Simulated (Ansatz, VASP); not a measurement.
## Os in VASP and in Ansatz

File INCAR:

```
SYSTEM = Os
PREC     = Accurate       ! precision mode
ENCUT    = 520            ! plane-wave cutoff, eV
EDIFF    = 1E-7           ! SCF threshold, eV
ISMEAR   = -5             ! smearing method
SIGMA    = 0.1            ! smearing width, eV
LREAL    = .FALSE.        ! projectors in reciprocal space
LASPH    = .TRUE.         ! aspherical terms in the spheres
NELM     = 80             ! most SCF steps
ALGO     = Normal         ! electronic algorithm
ISIF     = 2              ! what is computed and relaxed
LWAVE    = .FALSE.        ! write WAVECAR
LCHARG   = .FALSE.        ! write CHGCAR
GGA      = PE             ! functional
NBANDS   = 10             ! bands
```

File KPOINTS:

```
Automatic mesh
0
G
  10 10 10
  0 0 0
```

The input POSCAR:

```
Os
1.0
    0.0000000000      1.9220413878      1.9220413878
    1.9220413878      0.0000000000      1.9220413878
    1.9220413878      1.9220413878      0.0000000000
Os
1
Direct
    0.0000000000      0.0000000000      0.0000000000
```

Input for Ansatz:

```yaml
crystal:
  lattice:
    - [0.0, 1.9220413878, 1.9220413878]
    - [1.9220413878, 0.0, 1.9220413878]
    - [1.9220413878, 1.9220413878, 0.0]
  atoms:
    - { symbol: Os, position: [0.0, 0.0, 0.0] }
basis: {}
kpoints:
  mp_grid: { grid: [10, 10, 10] }
hamiltonian:
  xc: pbe
  pseudopotentials: { kind: nc }
scf:
  occupations: { method: tetrahedron }
  mixing: { algorithm: broyden, beta: 0.056, preconditioner: none }
  initial_density: { chi_scale: 0, normalization: atom }
  max_iter: 79
output:
  forces: false
  stress: true
  eigenvalues: true
```

Alike in both runs: task single point; functional PBE; k mesh 10 × 10 × 10; occupations tetrahedron; no spin polarisation.

|  | VASP | Ansatz |
| --- | --- | --- |
| version | VASP 6.6.1 | Ansatz 0.2.0 |
| potentials or method | VASP PAW PBE potentials, release 64 (Os) | scalar-relativistic, plane waves, norm-conserving potentials |
| plane-wave cutoff (eV) | 520 | 1007 |
| valence electrons in the cell | 8 | 16 |

VASP gave:

| Quantity | Value |
| --- | --- |
| gap on the k mesh at the Fermi level (eV) | none |
| pressure (GPa) | 3.9 |

Which values does Ansatz return?

gap on the k mesh at the Fermi level (eV): none; pressure (GPa): 4.1.

A gap of «none» marks a metal or a gap that the smearing closes. The functional is the same, so the differences come from potentials, cutoffs and numerics. VASP's potentials hold 8 valence electrons a cell and Ansatz's 16, so a difference there can come from the potentials and not from the codes. Ansatz's warnings: band table not solved further, tetrahedron derivatives may miss energy slope.

Neither program's run includes spin-orbit coupling.
